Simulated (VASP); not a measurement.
## Pt: single point with PBEsol

The system is Pt.

```xyz
1
Lattice="-1.5394 1.5394 1.5394 1.5394 -1.5394 1.5394 1.5394 1.5394 -1.5394" Properties=species:S:1:pos:R:3 pbc="T T T"
Pt    0.0000    0.0000    0.0000
```

This isn't the form of Pt at room conditions, which is fcc.

```
Program             : VASP 6.6.1
Task                : single point
Functional          : PBEsol
Potentials or basis : VASP PAW PBE potentials, release 64 (Pt)
Cutoff              : 520 eV
k mesh              : 22 × 22 × 22
Occupations         : gaussian, width 0.15 eV
Spin                : no spin polarisation
```

```yaml
Pressure: 12.4 GPa
Band_gap_on_the_k_mesh: zero (bands 5 and 6 overlap by 2.48 eV)
```

Levels at points of the mesh, in eV from the Fermi level:
```tsv
k point	band 1	band 2	band 3	band 4	band 5	band 6	band 7	band 8	band 9	band 10
(0.00, 0.00, 0.00)	-10.39	-3.91	-3.91	-3.91	-1.09	-1.09	17.07	17.07	17.07	28.11
(0.50, 0.00, 0.00)	-7.37	-5.53	-1.28	-0.70	-0.02	1.27	7.01	13.25	16.52	24.46
(0.50, 0.50, 0.50)	-6.88	-6.88	0.66	0.66	0.66	7.82	7.82	7.82	13.95	20.23
```

It took 64 s on 1 thread of Intel Xeon 8259CL (shared host), peak memory 0.17 GiB.

Caveat: the cell stands under pressure; the PAW data sets were made with another functional, which shifts forces and pressure a little; spin-orbit coupling is left out, which moves the levels of the heavy elements.
